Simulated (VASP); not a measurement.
**MoS2: single point with PBEsol**

MoS2:

```
Mo S
1.0
     3.16900   -0.06338    0.00000
    -1.63939    2.77612    0.00000
     0.00000    0.00000   12.32400
Mo S
2 4
Direct
  0.66667 0.33333 0.75000
  0.33333 0.66667 0.25000
  0.66667 0.33333 0.37700
  0.33333 0.66667 0.87700
  0.66667 0.33333 0.12300
  0.33333 0.66667 0.62300
```

```
Program             : VASP 6.6.1
Task                : single point
Functional          : PBEsol
Potentials or basis : VASP PAW PBE potentials, release 64 (Mo_sv, S)
Cutoff              : 520 eV
k mesh              : 8 × 8 × 2
Occupations         : fermi-dirac, width 0.05 eV
Spin                : no spin polarisation
```

```
Pressure               : -2.8 GPa
Largest force          : 0.332 eV/Å
Band gap on the k mesh : 0.94 eV (least direct gap 1.89 eV)
```

Forces in eV/Å, atoms in the order of the input:
```
Mo  -0.237 -0.022  0.000
Mo   0.237  0.022  0.000
S   -0.121 -0.011 -0.309
S    0.121  0.011 -0.309
S   -0.121 -0.011  0.309
S    0.121  0.011  0.309
```

Stress tensor (GPa, compression positive):
```
-3.09  3.52  0.00
 3.52 -2.94  0.00
 0.00  0.00 -2.37
```

Levels at points of the mesh, in eV from the valence-band top:
| k point | band 22 | band 23 | band 24 | band 25 | band 26 | band 27 | band 28 | band 29 | band 30 | band 31 |
| --- | --- | --- | --- | --- | --- | --- | --- | --- | --- | --- |
| (0.00, 0.00, 0.00) | -2.07 | -2.04 | -1.17 | -1.16 | 0.00 | 1.95 | 1.97 | 2.14 | 2.30 | 2.33 |
| (0.50, 0.00, 0.00) | -2.39 | -1.93 | -1.71 | -1.32 | -1.18 | 1.63 | 1.66 | 2.04 | 2.36 | 2.78 |
| (0.00, 0.50, 0.00) | -2.45 | -1.70 | -1.51 | -1.40 | -1.27 | 1.56 | 1.59 | 2.08 | 2.35 | 2.80 |
| (0.50, 0.50, 0.00) | -2.54 | -1.51 | -1.49 | -1.38 | -1.29 | 1.61 | 1.66 | 2.01 | 2.24 | 2.87 |
| (0.00, 0.00, 0.50) | -2.19 | -2.05 | -2.05 | -0.26 | -0.26 | 1.95 | 1.95 | 2.24 | 2.24 | 2.30 |
| (0.50, 0.00, 0.50) | -2.56 | -1.82 | -1.82 | -1.24 | -1.24 | 1.65 | 1.65 | 2.21 | 2.21 | 3.15 |
| (0.00, 0.50, 0.50) | -2.60 | -1.60 | -1.60 | -1.33 | -1.33 | 1.57 | 1.57 | 2.22 | 2.22 | 3.16 |
| (0.50, 0.50, 0.50) | -2.67 | -1.44 | -1.44 | -1.38 | -1.38 | 1.63 | 1.63 | 2.13 | 2.13 | 3.23 |

Run time: 96 s on 1 thread of Intel(R) Xeon(R) 6975P-C (Granite Rapids), with other jobs on the host, peak memory 0.35 GiB.

Caveat: the PAW data sets were made with another functional, which shifts forces and pressure a little; this functional lacks dispersion, which binds the layers, so the pressure and a relaxed spacing across them are unreliable. A k mesh can miss the band edges.
